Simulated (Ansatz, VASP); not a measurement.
## K in VASP and in Ansatz

```
K
1.0
    -2.61800    2.61800    2.61800
     2.61800   -2.61800    2.61800
     2.61800    2.61800   -2.61800
K
1
Direct
  0.00000 0.00000 0.00000
```

Alike in both runs: task single point; functional r2SCAN; k mesh 6 × 6 × 6; occupations gaussian, width 0.1 eV; no spin polarisation.

|  | VASP | Ansatz |
| --- | --- | --- |
| version | VASP 6.6.1 | Ansatz 0.2.0 |
| potentials or method | VASP PAW PBE potentials, release 64 (K_sv), cutoff 520 eV | scalar-relativistic, plane waves, PAW |
| valence electrons in the cell | 9 | 9 |

|  | VASP | Ansatz | Ansatz less VASP |
| --- | --- | --- | --- |
| gap on the k mesh at the Fermi level (eV) | none | none | - |
| pressure (GPa) | 0.3 | 0.3 | +0.03 |

VASP's potentials were made for PBE, not for r2SCAN. A gap of «none» marks a metal or a gap that the smearing closes. With one functional, cell and mesh, what is left measures potentials, basis and numerics.
